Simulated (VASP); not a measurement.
A run of VASP 6.6.1:

POSCAR

```
Al
1.0
    2.8221979689      0.0000000000      0.0000000000
   -1.4110989845      2.4440951356      0.0000000000
    0.0000000000      0.0000000000      9.2620593442
Al
4
Direct
    0.0000000000      0.0000000000      0.0000000000
    0.3333333333      0.6666666667      0.2500000000
    0.0000000000      0.0000000000      0.5000000000
    0.6666666667      0.3333333333      0.7500000000
```

Contents of INCAR.step1:

```
PREC = Accurate ; ENCUT = 520
ISMEAR = 0 ; SIGMA = 0.15
LREAL = False ; LASPH = True
NELM = 100 ; NBANDS = 14
GGA = PE ; ALGO = Normal
EDIFF = 1E-4 ; LWAVE = True
LCHARG = False
```

INCAR.step2

```
PREC = Accurate ; ENCUT = 520
EDIFF = 1E-6 ; ISMEAR = 0
SIGMA = 0.15 ; LREAL = False
LASPH = True ; NELM = 100
ALGO = Normal ; ISIF = 2
LWAVE = False ; LCHARG = True
METAGGA = R2SCAN ; LMIXTAU = True
LELF = True ; LVHAR = True
NBANDS = 14 ; ISTART = 1
```

The input KPOINTS:

```
regular mesh
0
Gamma
  12 12 4
```

Potentials or basis: VASP PAW PBE potentials, release 64 (Al).

Command:

```console
$ cat potpaw_PBE.64/Al/POTCAR > POTCAR
$ cp INCAR.step1 INCAR
$ mpirun -np 1 vasp_std > vasp.out
$ cp INCAR.step2 INCAR
$ mpirun -np 1 vasp_std > vasp.out
```

Hardware: 1 thread of AMD EPYC 7R13 Processor (Zen 3), on a shared host.

**Question.** How long does it take, and how much memory?

**Answer.** It took 3.4 min on 1 thread of AMD EPYC 7R13 Processor (Zen 3), with other jobs on the host, peak memory 0.18 GiB. Counts: k points 57.
